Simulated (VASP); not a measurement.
# BN (P6_3/mmc) in VASP: a series of runs

BN is run at these levels: PBE, LDA, PBEsol, r2SCAN; tasks: single point.

Everything below comes from runs of VASP 6.6.1. Logs are shortened: lines on timing, memory, paths and dates and some standing lists are left out, and cuts for length are marked.

### 1 The cell of the first run

It takes space group P6_3/mmc (No. 194, hexagonal). Conventional cell: a = 2.491 Å, b = 2.491 Å, c = 4.001 Å, α = 90.00°, β = 90.00°, γ = 120.00°. B (site symmetry -3m) has 6 N at 1.75 Å and 2 B at 2.00 Å within 2.3 Å. N (site symmetry -6m2) has 6 B at 1.75 Å within 2.3 Å.

### 2 Single point, PBE

Contents of INCAR:

```
  PREC = Accurate
  ENCUT = 520
  EDIFF = 1E-7
  ISMEAR = -1
  SIGMA = 0.02
  LREAL = False
  LASPH = True
  NELM = 80
  ALGO = Normal
  ISIF = 2
  LWAVE = False
  LCHARG = True
  GGA = PE
  LELF = True
  LVHAR = True
  NBANDS = 16
```

Contents of KPOINTS:

```
regular mesh
0
Gamma
  12 12 6
```

Contents of POSCAR:

```
BN
1.0
    2.4913353474      0.0000000000      0.0000000000
   -1.2456676737      2.1575597002      0.0000000000
    0.0000000000      0.0000000000      4.0010591824
B N
2 2
Direct
    0.0000000000      0.0000000000      0.0000000000
    0.0000000000      0.0000000000      0.5000000000
    0.3333333333      0.6666666667      0.2500000000
    0.6666666667      0.3333333333      0.7500000000
```

Potentials or basis: VASP PAW PBE potentials, release 64 (B, N).

Launch:

```bash
cat potpaw_PBE.64/B/POTCAR potpaw_PBE.64/N/POTCAR > POTCAR
mpirun -np 1 vasp_std > vasp.out
```

OUTCAR:

```text
PREC = Accurate
   ENCUT = 520
   EDIFF = 1E-7
   ISMEAR = -1
   LREAL = False
   LASPH = True
   NELM = 80
   ISIF = 2
   GGA = PE

 ion  position               nearest neighbor table
   1  0.000  0.000  0.000-   3 1.75   4 1.75   4 1.75   3 1.75   4 1.75   3 1.75   2 2.00   2 2.00

   2  0.000  0.000  0.500-   3 1.75   4 1.75   4 1.75   3 1.75   4 1.75   3 1.75   1 2.00   1 2.00

   3  0.333  0.667  0.250-   1 1.75   2 1.75   1 1.75   2 1.75   1 1.75   2 1.75
   4  0.667  0.333  0.750-   1 1.75   2 1.75   1 1.75   2 1.75   1 1.75   2 1.75

  LATTYP: Found a hexagonal cell.
 ALAT       =     2.4913353474
 C/A-ratio  =     1.6059898105

  Lattice vectors:

 A1 = (   2.4913353474,   0.0000000000,   0.0000000000)
 A2 = (  -1.2456676737,   2.1575597002,   0.0000000000)
 A3 = (   0.0000000000,   0.0000000000,   4.0010591824)

Analysis of symmetry for initial positions (statically):
=====================================================================
 Subroutine PRICEL returns:
 Original cell was already a primitive cell.

 Routine SETGRP: Setting up the symmetry group for a
 hexagonal supercell.

 Subroutine GETGRP returns: Found 24 space group operations
 (whereof 12 operations were pure point group operations)
 out of a pool of 24 trial point group operations.

The static configuration has the point symmetry D_3d.
 The point group associated with its full space group is D_6h.

Analysis of symmetry for dynamics (positions and initial velocities):
=====================================================================
 Subroutine PRICEL returns:
 Original cell was already a primitive cell.

 Routine SETGRP: Setting up the symmetry group for a
 hexagonal supercell.

 Subroutine GETGRP returns: Found 24 space group operations
 (whereof 12 operations were pure point group operations)
 out of a pool of 24 trial point group operations.

The dynamic configuration has the point symmetry D_3d.
 The point group associated with its full space group is D_6h.

 Subroutine INISYM returns: Found 24 space group operations
 (whereof 12 operations are pure point group operations),
 and found     1 'primitive' translations

----------------------------------------------------------------------------------------
[... 95 lines left out ...]
   ENCUT  =  520.0 eV  38.22 Ry    6.18 a.u.   4.63  4.63  7.44*2*pi/ulx,y,z
   NELM   =     80;   NELMIN=  2; NELMDL= -5     # of ELM steps
   EDIFF  = 0.1E-06   stopping-criterion for ELM
   LREAL  =      F    real-space projection
   EDIFFG = 0.1E-05   stopping-criterion for IOM
   NSW    =      0    number of steps for IOM
   IBRION =     -1    ionic relax: 0-MD 1-quasi-New 2-CG
   NFREE  =      0    steps in history (QN), initial steepest desc. (CG)
   ISIF   =      2    stress and relaxation
   ISYM   =      2    0-nonsym 1-usesym 2-fastsym
   POTIM  = 0.5000    time-step for ionic-motion
   TEBEG  =    0.0;   TEEND  =   0.0 temperature during run
   PSTRESS=    0.0 pullay stress
   NELECT =      16.0000    total number of electrons
   NUPDOWN=      -1.0000    fix difference up-down
   EMIN   =  10.00;   EMAX   =-10.00  energy-range for DOS
   EFERMI =   0.00;   METHOD = LEGACY
   ISMEAR =    -1;   SIGMA  =   0.02  broadening in eV -4-tet -1-fermi 0-gaus
   EFERMI_NEDOS =   21; number of points for ismear=-14 and -15
   IALGO  =     38    algorithm
   IMIX   =      4    mixing-type and parameters
     AMIX     =   0.40;   BMIX     =  1.00
     AMIX_MAG =   1.60;   BMIX_MAG =  1.00
  volume/ion in A,a.u.               =       5.38        36.28
  Fermi-wavevector in a.u.,A,eV,Ry     =   1.483400  2.803219 29.939272  2.200474
  Thomas-Fermi vector in A             =   2.597066
   LORBIT       =      0    0 simple, 1 ext, 2 COOP (PROOUT), +10 PAW based schemes
   GGA     = PE    functional components
   LHFCALC =     F    Hartree Fock is set to
   AEXX    =    0.0000 exact exchange contribution
   IVDW    =     0    specifies the selected vdW correction
   LEPSILON=     F    determine dielectric tensor
   LRPA    =     F    only Hartree local field effects (RPA)
 non-spin polarized calculation
  energy-cutoff  :      520.00
  volume of cell :       21.51
 maximum number of plane-waves:       592
 NGX is ok and might be reduce to    20
   NGX =  9   NGY =  9   NGZ = 15

 number of electron      15.9999997 magnetization

 Free energy of the ion-electron system (eV)
  ---------------------------------------------------
  ext. energy  EPLUGINS =         0.00000000
  ---------------------------------------------------
  free energy    TOTEN  =       -27.84280253 eV

  energy without entropy =      -27.84280253  energy(sigma->0) =      -27.84280253

 E-fermi :  10.5238     XC(G=0): -13.6620

 val. band max:       10.1360097121   @ k =   0.1667   0.0000   0.0000
 cond. band min:      11.7179110330   @ k =   0.3333   0.3333   0.0000
 fundamental gap:      1.5819013209
 Fermi energy:        10.5238048919

 k-point     1 :       0.0000    0.0000    0.0000
  band No.  band energies     occupation
      1     -12.1715      2.00000
      2      -7.0430      2.00000
      3      -2.0626      2.00000
      4       8.6804      2.00000
      5       8.6804      2.00000
      6       9.4604      2.00000
[... 433 lines left out ...]
      3      -0.1666      2.00000
      4       1.5464      2.00000
      5       3.3938      2.00000
      6       5.2779      2.00000
[... 8 lines left out ...]
     15      22.8219      0.00000
     16      25.2910      0.00000

 [... further k-points ...]

------------------------ aborting loop because EDIFF is reached ----------------------------------------

  FORCE on cell =-STRESS in cart. coord.  units (eV):
  Direction    XX          YY          ZZ          XY          YZ          ZX
  --------------------------------------------------------------------------------------
  -------------------------------------------------------------------------------------
  Total        0.5114837      0.5114837      0.7995369      0.0000000      0.0000000      0.0000000
  in kB       38.1041597     38.1041597     59.5633477      0.0000000      0.0000000      0.0000000
  external PRESSURE =      45.2572224 kB  Pullay stress =       0.0000000 kB

 VOLUME and BASIS-vectors are now :
 -----------------------------------------------------------------------------
  energy-cutoff  :      520.00
  volume of cell :       21.51
      direct lattice vectors                 reciprocal lattice vectors
     2.491335347  0.000000000  0.000000000     0.401391166  0.231743298  0.000000000
    -1.245667674  2.157559700  0.000000000     0.000000000  0.463486595  0.000000000
     0.000000000  0.000000000  4.001059182     0.000000000  0.000000000  0.249933819

 POSITION                                       TOTAL-FORCE (eV/Angst)
 -----------------------------------------------------------------------------------
      0.00000      0.00000      0.00000        -0.000000      0.000000     -0.000000
      0.00000      0.00000      2.00053        -0.000000      0.000000     -0.000000
     -0.00000      1.43837      1.00026         0.000000     -0.000000      0.000000
      1.24567      0.71919      3.00079        -0.000000      0.000000     -0.000000
 -----------------------------------------------------------------------------------
    total drift:                                0.000000     -0.000000      0.000000

  FREE ENERGIE OF THE ION-ELECTRON SYSTEM (eV)
  ---------------------------------------------------
  free  energy   TOTEN  =       -27.8428025260 eV

  energy  without entropy=      -27.8428025260  energy(sigma->0) =      -27.84280253
```

stdout:

```text
POSCAR found type information on POSCAR B N
 POSCAR found :  2 types and       4 ions
 scaLAPACK will be used
 LDA part: xc-table for (Slater+PW92), standard interpolation
 POSCAR, INCAR and KPOINTS ok, starting setup
 FFT: planning ... GRIDC
 FFT: planning ... GRID_SOFT
 FFT: planning ... GRID
 WAVECAR not read
 entering main loop
```

Run time: 13 s. Hardware: 1 thread of Intel Xeon 6975P-C (Granite Rapids), shared host; peak memory 0.14 GiB.

Results:

| Quantity | Value |
| --- | --- |
| Free energy | -27.8428 eV |
| Pressure | 4.5 GPa |
| Band gap on the k mesh | 1.58 eV, indirect (least direct gap 5.23 eV) |

A k mesh can miss the band edges. As with any semilocal functional, this PBE gap is likely too small.

### 3 Single point, LDA

Contents of INCAR:

```
ALGO = Normal ; EDIFF = 1E-6
ENCUT = 520 ; ISIF = 2
ISMEAR = 0 ; LASPH = T
LCHARG = F ; LREAL = F
LWAVE = F ; NBANDS = 16
NELM = 100 ; PREC = Accurate
SIGMA = 0.01
```

Contents of KPOINTS:

```
k-points
0
Gamma
  12 12 6
```

POSCAR is that of step 2.

Potentials or basis: VASP PAW LDA potentials, release 64 (B, N).

Launch:

```bash
cat potpaw_LDA.64/B/POTCAR potpaw_LDA.64/N/POTCAR > POTCAR
mpirun -np 1 vasp_std > vasp.out
```

It took 10 s on 1 thread of Intel Xeon 6975P-C (Granite Rapids), shared host; peak memory 0.13 GiB.

It converged, with:

* Free energy: -31.8522 eV
* Pressure: -9.5 GPa
* Band gap on the k mesh: 1.67 eV, indirect (least direct gap 5.27 eV)

Stress tensor (GPa, compression positive):
```
-10.76   0.00   0.00
  0.00 -10.76   0.00
  0.00   0.00  -6.87
```

Levels at points of the mesh, in eV from the valence-band top:
```tsv
k point	band 5	band 6	band 7	band 8	band 9	band 10	band 11	band 12
(0.00, 0.00, 0.00)	-1.48	-0.67	-0.67	-0.20	5.87	8.17	8.17	8.42
(0.50, 0.00, 0.00)	-8.33	-5.73	-4.30	-0.58	5.25	5.62	5.98	6.38
(0.00, 0.00, 0.50)	-0.97	-0.97	-0.97	-0.97	7.17	7.17	7.65	7.65
(0.50, 0.00, 0.50)	-3.92	-3.92	-3.24	-3.24	4.81	4.81	7.49	7.49
```

### 4 Single point, PBEsol

This run uses another cell than the first one, of 5.35 Å³/atom, 0.994 times its volume.

Contents of INCAR:

```
ALGO = Normal
EDIFF = 1E-7
ENCUT = 520
GGA = PS
ISIF = 2
ISMEAR = -1
LASPH = True
LCHARG = True
LELF = True
LREAL = False
LVHAR = True
LWAVE = False
NBANDS = 16
NELM = 80
PREC = Accurate
SIGMA = 0.02
```

KPOINTS is that of step 3.

Contents of POSCAR:

```
BN
1.0
    2.4832689843      0.0000000000      0.0000000000
   -1.2416344922      2.1505740248      0.0000000000
    0.0000000000      0.0000000000      4.0041089049
B N
2 2
Direct
    0.0000000000      0.0000000000      0.0000000000
    0.0000000000      0.0000000000      0.5000000000
    0.3333333333      0.6666666667      0.2500000000
    0.6666666667      0.3333333333      0.7500000000
```

Potentials or basis: VASP PAW PBE potentials, release 64 (B, N).

Launch:

```bash
cat potpaw_PBE.64/B/POTCAR potpaw_PBE.64/N/POTCAR > POTCAR
mpirun -np 1 vasp_std > vasp.out
```

It took 12 s on 1 thread of Intel Xeon 6975P-C (Granite Rapids), shared host; peak memory 0.13 GiB.

The run converged. Its results:

| Property | Result |
| --- | --- |
| Free energy | -29.8877 eV |
| Pressure | 0.2 GPa |
| Band gap on the k mesh | 1.57 eV, indirect (least direct gap 5.30 eV) |

Stress tensor (GPa, compression positive):
```
0.19 0.00 0.00
0.00 0.19 0.00
0.00 0.00 0.07
```

Levels at points of the mesh, in eV from the valence-band top:
| k point | band 5 | band 6 | band 7 | band 8 | band 9 | band 10 | band 11 | band 12 |
| --- | --- | --- | --- | --- | --- | --- | --- | --- |
| (0.00, 0.00, 0.00) | -1.44 | -0.68 | -0.68 | -0.27 | 5.93 | 8.36 | 8.36 | 8.38 |
| (0.50, 0.00, 0.00) | -8.45 | -5.75 | -4.43 | -0.61 | 5.35 | 5.59 | 5.95 | 6.40 |
| (0.00, 0.00, 0.50) | -0.95 | -0.95 | -0.95 | -0.95 | 7.22 | 7.22 | 7.79 | 7.79 |
| (0.50, 0.00, 0.50) | -3.94 | -3.94 | -3.34 | -3.34 | 4.73 | 4.73 | 7.53 | 7.53 |

Caveat: the PAW data sets were made with another functional, which shifts forces and pressure a little. Expect the measured gap to be larger: semilocal functionals such as PBEsol lack the derivative discontinuity.

### 5 Single point, r2SCAN

Contents of POSCAR:

```
BN
1.0
    2.4913353474      0.0000000000      0.0000000000
   -1.2456676737      2.1575597002      0.0000000000
    0.0000000000      0.0000000000      4.0010591824
B N
2 2
Direct
    0.0000000000      0.0000000000      0.0000000000
    0.0000000000      0.0000000000      0.5000000000
    0.3333333333      0.6666666667      0.2500000000
    0.6666666667      0.3333333333      0.7500000000
```

Contents of INCAR.step1:

```
ALGO     = Normal         # electronic algorithm
EDIFF    = 1E-4           # SCF threshold, eV
ENCUT    = 520            # plane-wave cutoff, eV
GGA      = PE             # functional
ISMEAR   = -1             # smearing method
LASPH    = True           # aspherical terms in the spheres
LCHARG   = False          # write CHGCAR
LREAL    = False          # projectors in reciprocal space
LWAVE    = True           # write WAVECAR
NBANDS   = 16             # bands
NELM     = 80             # most SCF steps
PREC     = Accurate       # precision mode
SIGMA    = 0.02           # smearing width, eV
```

Contents of INCAR.step2:

```
ALGO     = Normal         # electronic algorithm
EDIFF    = 1E-6           # SCF threshold, eV
ENCUT    = 520            # plane-wave cutoff, eV
ISIF     = 2              # what is computed and relaxed
ISMEAR   = -1             # smearing method
ISTART   = 1            
LASPH    = True           # aspherical terms in the spheres
LCHARG   = False          # write CHGCAR
LMIXTAU  = True         
LREAL    = False          # projectors in reciprocal space
LWAVE    = False          # write WAVECAR
METAGGA  = R2SCAN         # meta-GGA
NBANDS   = 16             # bands
NELM     = 80             # most SCF steps
PREC     = Accurate       # precision mode
SIGMA    = 0.02           # smearing width, eV
```

KPOINTS is that of step 4.

Potentials or basis: VASP PAW PBE potentials, release 64 (B, N).

Launch:

```bash
cat potpaw_PBE.64/B/POTCAR potpaw_PBE.64/N/POTCAR > POTCAR
cp INCAR.step1 INCAR
mpirun -np 1 vasp_std > vasp.out
cp INCAR.step2 INCAR
mpirun -np 1 vasp_std > vasp.out
```

OUTCAR:

```text
EDIFF = 1E-6
   ENCUT = 520
   ISIF = 2
   ISMEAR = -1
   ISTART = 1
   LASPH = True
   LREAL = False
   METAGGA = R2SCAN
   NELM = 80
   PREC = Accurate

 ion  position               nearest neighbor table
   1  0.000  0.000  0.000-   3 1.75   4 1.75   4 1.75   3 1.75   4 1.75   3 1.75   2 2.00   2 2.00

   2  0.000  0.000  0.500-   3 1.75   4 1.75   4 1.75   3 1.75   4 1.75   3 1.75   1 2.00   1 2.00

   3  0.333  0.667  0.250-   1 1.75   2 1.75   1 1.75   2 1.75   1 1.75   2 1.75
   4  0.667  0.333  0.750-   1 1.75   2 1.75   1 1.75   2 1.75   1 1.75   2 1.75

  LATTYP: Found a hexagonal cell.
 ALAT       =     2.4913353474
 C/A-ratio  =     1.6059898105

  Lattice vectors:

 A1 = (   2.4913353474,   0.0000000000,   0.0000000000)
 A2 = (  -1.2456676737,   2.1575597002,   0.0000000000)
 A3 = (   0.0000000000,   0.0000000000,   4.0010591824)

Analysis of symmetry for initial positions (statically):
=====================================================================
 Subroutine PRICEL returns:
 Original cell was already a primitive cell.

[... 178 lines left out ...]
 cond. band min:      11.8628554950   @ k =   0.3333   0.3333   0.0000
 fundamental gap:      1.8157164189
 Fermi energy:        10.4822255236

 k-point     1 :       0.0000    0.0000    0.0000
  band No.  band energies     occupation
      1     -13.4315      2.00000
      2      -8.1332      2.00000
      3      -2.6671      2.00000
      4       8.5955      2.00000
      5       8.5955      2.00000
      6       9.3277      2.00000
[... 433 lines left out ...]
      3      -0.7050      2.00000
      4       1.1355      2.00000
      5       2.9215      2.00000
      6       5.0179      2.00000
[... 8 lines left out ...]
     15      23.8103      0.00000
     16      26.5107      0.00000

 [... further k-points ...]

------------------------ aborting loop because EDIFF is reached ----------------------------------------

  FORCE on cell =-STRESS in cart. coord.  units (eV):
  Direction    XX          YY          ZZ          XY          YZ          ZX
  --------------------------------------------------------------------------------------
  -------------------------------------------------------------------------------------
  Total        0.0543215      0.0543215      0.0333336      0.0000000      0.0000000      0.0000000
  in kB        4.0468022      4.0468022      2.4832608      0.0000000      0.0000000      0.0000000
  external PRESSURE =       3.5256217 kB  Pullay stress =       0.0000000 kB

 VOLUME and BASIS-vectors are now :
 -----------------------------------------------------------------------------
  energy-cutoff  :      520.00
  volume of cell :       21.51
      direct lattice vectors                 reciprocal lattice vectors
     2.491335347  0.000000000  0.000000000     0.401391166  0.231743298  0.000000000
    -1.245667674  2.157559700  0.000000000     0.000000000  0.463486595  0.000000000
     0.000000000  0.000000000  4.001059182     0.000000000  0.000000000  0.249933819

 POSITION                                       TOTAL-FORCE (eV/Angst)
 -----------------------------------------------------------------------------------
      0.00000      0.00000      0.00000        -0.000000      0.000000     -0.000000
      0.00000      0.00000      2.00053         0.000000      0.000000     -0.000000
     -0.00000      1.43837      1.00026        -0.000000     -0.000000      0.000000
      1.24567      0.71919      3.00079         0.000000      0.000000     -0.000000
 -----------------------------------------------------------------------------------
    total drift:                                0.000000     -0.000000      0.000000

  FREE ENERGIE OF THE ION-ELECTRON SYSTEM (eV)
  ---------------------------------------------------
  free  energy   TOTEN  =       -30.8375631941 eV

  energy  without entropy=      -30.8375631941  energy(sigma->0) =      -30.83756319
```

OSZICAR.step1:

```text
N       E                     dE             d eps       ncg     rms          rms(c)
DAV:   1     0.387511391473E+02    0.38751E+02   -0.85154E+03  2432   0.999E+02
DAV:   2    -0.273373229284E+02   -0.66088E+02   -0.60545E+02  3448   0.222E+02
DAV:   3    -0.293739912198E+02   -0.20367E+01   -0.20291E+01  2760   0.354E+01
DAV:   4    -0.293788635387E+02   -0.48723E-02   -0.48703E-02  3096   0.186E+00
DAV:   5    -0.293788817828E+02   -0.18244E-04   -0.18243E-04  2616   0.920E-02    0.871E+00
DAV:   6    -0.278365031201E+02    0.15424E+01   -0.20002E+00  3464   0.139E+01    0.334E+00
DAV:   7    -0.278423520673E+02   -0.58489E-02   -0.29271E-01  2952   0.421E+00    0.230E+00
DAV:   8    -0.278442155365E+02   -0.18635E-02   -0.87886E-03  3008   0.999E-01    0.257E-01
DAV:   9    -0.278427332023E+02    0.14823E-02   -0.17217E-03  3232   0.515E-01    0.641E-02
DAV:  10    -0.278428005332E+02   -0.67331E-04   -0.25240E-04  2504   0.131E-01
   1 F= -.27842801E+02 E0= -.27842801E+02  d E =-.232029E-10
```

Run time: 49 s. Hardware: 1 thread of Intel Xeon 6975P-C (Granite Rapids), shared host; peak memory 0.14 GiB.

Results:

```
Free energy            : -30.8376 eV
Pressure               : 0.4 GPa
Band gap on the k mesh : 1.82 eV, indirect (least direct gap 5.67 eV)
```

Caveat: the PAW data sets were made with another functional, which shifts forces and pressure a little. r2SCAN opens gaps a little over a GGA but as a rule still falls short of measured ones.

### 6 The runs side by side

```csv
level,potentials or basis,cell,smearing,gap on the mesh (eV),pressure (GPa)
PBE,"VASP PAW PBE potentials, release 64 (B, N)","a = 2.491, b = 2.491, c = 4.001 Å, angles 90.0, 90.0, 120.0°, 4 atoms",fermi-dirac 0.02 eV,1.58,4.5
LDA,"VASP PAW LDA potentials, release 64 (B, N)","a = 2.491, b = 2.491, c = 4.001 Å, angles 90.0, 90.0, 120.0°, 4 atoms",gaussian 0.01 eV,1.67,-9.5
PBEsol,"VASP PAW PBE potentials, release 64 (B, N)","a = 2.483, b = 2.483, c = 4.004 Å, angles 90.0, 90.0, 120.0°, 4 atoms",fermi-dirac 0.02 eV,1.57,0.2
r2SCAN,"VASP PAW PBE potentials, release 64 (B, N)","a = 2.491, b = 2.491, c = 4.001 Å, angles 90.0, 90.0, 120.0°, 4 atoms",fermi-dirac 0.02 eV,1.82,0.4
```

Alike in all rows: task single point; no spin polarisation; k mesh 12 × 12 × 6; cutoff (eV) 520.

Caveats: the PAW data sets were made with another functional, which shifts forces and pressure a little (some runs).

Absolute energies hang on the potentials; compare differences alone.
